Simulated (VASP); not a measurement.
Here is a VASP 6.6.1 calculation.

The input INCAR:

```
ALGO = Normal ; EDIFF = 1E-6
ENCUT = 520 ; ISIF = 2
ISMEAR = -1 ; LASPH = True
LCHARG = False ; LREAL = False
LWAVE = False ; NBANDS = 18
NELM = 80 ; PREC = Accurate
SIGMA = 0.08
```

The input KPOINTS:

```
k-points
0
Gamma
  10 10 10
```

The input POSCAR:

```
BiTe
1.0
    0.0647000000      3.2673500000      3.2673500000
    3.2673500000      0.0647000000      3.2673500000
    3.2673500000      3.2673500000      0.0647000000
Bi Te
1 1
Direct
    0.0000000000      0.0000000000      0.0000000000
    0.5000000000      0.5000000000      0.5000000000
```

Potentials or basis: VASP PAW LDA potentials, release 64 (Bi_d, Te).

Run with:

```sh
$ cat potpaw_LDA.64/Bi_d/POTCAR potpaw_LDA.64/Te/POTCAR > POTCAR
$ mpirun -np 1 vasp_std > vasp.out
```

(1) Predict the pressure.

Answers

(1) -2.8 GPa.

Caveat: the cell differs from its parent crystal (equal xy, yz and zx shear strains of +2 %).
